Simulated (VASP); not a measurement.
Here is a VASP 6.6.1 calculation.

POSCAR

```
La
1.0
   -2.1238310700      2.1238310700      2.1238310700
    2.1238310700     -2.1238310700      2.1238310700
    2.1238310700      2.1238310700     -2.1238310700
La
1
Direct
    0.0000000000      0.0000000000      0.0000000000
```

Contents of INCAR.step1:

```
PREC     = Accurate       # precision mode
ENCUT    = 600            # plane-wave cutoff, eV
ISMEAR   = -1             # smearing method
SIGMA    = 0.1            # smearing width, eV
LREAL    = False          # projectors in reciprocal space
LASPH    = True           # aspherical terms in the spheres
NELM     = 60             # most SCF steps
GGA      = PE             # functional
ALGO     = Normal         # electronic algorithm
EDIFF    = 1E-4           # SCF threshold, eV
LWAVE    = True           # write WAVECAR
LCHARG   = False          # write CHGCAR
```

INCAR.step2

```
PREC     = Accurate       # precision mode
ENCUT    = 600            # plane-wave cutoff, eV
EDIFF    = 1E-6           # SCF threshold, eV
ISMEAR   = -1             # smearing method
SIGMA    = 0.1            # smearing width, eV
LREAL    = False          # projectors in reciprocal space
LASPH    = True           # aspherical terms in the spheres
NELM     = 60             # most SCF steps
ALGO     = Normal         # electronic algorithm
ISIF     = 3              # what is computed and relaxed
LWAVE    = False          # write WAVECAR
LCHARG   = False          # write CHGCAR
METAGGA  = R2SCAN         # meta-GGA
LMIXTAU  = True         
IBRION   = 2              # ionic algorithm
NSW      = 50             # ionic steps
EDIFFG   = -0.03          # ionic threshold
PSTRESS  = 200.0        
ISTART   = 1
```

File KPOINTS:

```
regular mesh
0
Gamma
  11 11 11
```

Potentials or basis: VASP PAW PBE potentials, release 64 (La).

Run with:

```sh
$ cat potpaw_PBE.64/La/POTCAR > POTCAR
$ cp INCAR.step1 INCAR
$ mpirun -np 1 vasp_std > vasp.out
$ cp INCAR.step2 INCAR
$ mpirun -np 1 vasp_std > vasp.out
```

Problem. Predict the space group after relaxing (to 0.05 Å).

Solution. Im-3m (No. 229).

Problem. Predict the relaxed cell.

Solution. a = 3.159 Å, b = 3.159 Å, c = 3.159 Å, α = 109.47°, β = 109.47°, γ = 109.47°.

Problem. Estimate the relaxed volume.

Solution. 24.26 Å³/atom.

Final structure:
```
La
1.0
    -1.82356    1.82356    1.82356
     1.82356   -1.82356    1.82356
     1.82356    1.82356   -1.82356
La
1
Cartesian
  0.0000 0.0000 0.0000
```

Caveat: the cell is relaxed towards a set pressure, so the enthalpy falls and the energy may rise; the volume moved by over 15 % at a fixed basis, so the end points are rough; the PAW data sets were made with another functional, which shifts forces and pressure a little.
